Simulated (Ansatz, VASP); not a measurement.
MnS in VASP and in Ansatz

The input INCAR:

```
PREC = Accurate
ENCUT = 680
EDIFF = 1E-6
ISMEAR = -1
SIGMA = 0.05
LREAL = F
LASPH = T
NELM = 200
ALGO = Normal
ISIF = 2
LWAVE = F
LCHARG = T
ISPIN = 2
MAGMOM = 2 0
LORBIT = 11
NUPDOWN = 2.0
LMAXMIX = 4
GGA = PE
LELF = T
LVHAR = T
NBANDS = 22
GGA_COMPAT = F
```

The input KPOINTS:

```
regular mesh
0
Gamma
  8 8 8
```

Contents of POSCAR:

```
MnS
1.0
    0.0000000000      2.4734634191      2.4734634191
    2.4734634191      0.0000000000      2.4734634191
    2.4734634191      2.4734634191      0.0000000000
Mn S
1 1
Direct
    0.0000000000      0.0000000000      0.0000000000
    0.7500000000      0.7500000000      0.7500000000
```

The input input.yaml:

```yaml
crystal:
  lattice:
    - [0.0, 2.4734634191, 2.4734634191]
    - [2.4734634191, 0.0, 2.4734634191]
    - [2.4734634191, 2.4734634191, 0.0]
  atoms:
    - { symbol: Mn, position: [0.0, 0.0, 0.0], spin: 2.0 }
    - { symbol: S, position: [0.75, 0.75, 0.75] }
hamiltonian:
  xc: pbe
  pseudopotentials: { kind: paw }
magnetization:
  spin_polarized: true
  initial_magnetization: 2.0
  spin_locking: { lock_magnetization: hard }
kpoints:
  mp_grid: { grid: [8, 8, 8] }
scf:
  occupations: { method: fermi_dirac, width: 0.05 }
  lower_state_search: "off"
output:
  forces: true
  stress: true
  eigenvalues: true
```

Alike in both runs: task single point; functional PBE; k mesh 8 × 8 × 8; occupations fermi-dirac, width 0.05 eV; collinear spin; fixed moment 2 μB.

|  | VASP | Ansatz |
| --- | --- | --- |
| version | VASP 6.6.1 | Ansatz 0.2.0 |
| potentials or method | VASP PAW PBE potentials, release 64 (Mn_sv, S) | Ansatz PAW |
| plane-wave cutoff (eV) | 680 | 420 |
| valence electrons in the cell | 21 | 21 |

|  | VASP | Ansatz | Ansatz less VASP |
| --- | --- | --- | --- |
| pressure (GPa) | 12.3 | 12.9 | +0.60 |
| net moment per atom (μB) | 1.00 | 1.00 | 0.000 |
| size of the moment on the site where the two differ most (μB) | 1.83 | 1.75 | -0.081 |

Site moments also hang on the region over which each program counts them. With one functional, cell and mesh, what is left measures potentials, basis and numerics.
